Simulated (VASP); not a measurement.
A run of VASP 6.6.1:

Contents of POSCAR:

```
Sc
1.0
    0.0000000000      2.2705000000      2.2705000000
    2.1002125000      0.0000000000      2.2705000000
    2.1002125000      2.2705000000      0.0000000000
Sc
1
Direct
    0.0000000000      0.0000000000      0.0000000000
```

File INCAR.step1:

```
  PREC = Accurate
  ENCUT = 520
  ISMEAR = 0
  SIGMA = 0.15
  LREAL = False
  LASPH = True
  NELM = 60
  NBANDS = 12
  GGA = PE
  ALGO = Normal
  EDIFF = 1E-4
  LWAVE = True
  LCHARG = False
```

Contents of INCAR.step2:

```
  PREC = Accurate
  ENCUT = 520
  EDIFF = 1E-6
  ISMEAR = 0
  SIGMA = 0.15
  LREAL = False
  LASPH = True
  NELM = 60
  ALGO = Normal
  ISIF = 2
  LWAVE = False
  LCHARG = False
  METAGGA = R2SCAN
  LMIXTAU = True
  NBANDS = 12
  ISTART = 1
```

KPOINTS

```
regular mesh
0
Gamma
  18 18 18
```

Potentials or basis: VASP PAW PBE potentials, release 64 (Sc_sv).

Command:

```console
$ cat potpaw_PBE.64/Sc_sv/POTCAR > POTCAR
$ cp INCAR.step1 INCAR
$ mpirun -np 1 vasp_std > vasp.out
$ cp INCAR.step2 INCAR
$ mpirun -np 1 vasp_std > vasp.out
```

Hardware: 1 thread of Intel Xeon 6975P-C, on a shared host.

**Question.** How long does it take, and how much memory?

**Answer.** Wall time 3.4 min on 1 thread of Intel Xeon 6975P-C (shared host), peak memory 0.24 GiB. Counts: k points 480.
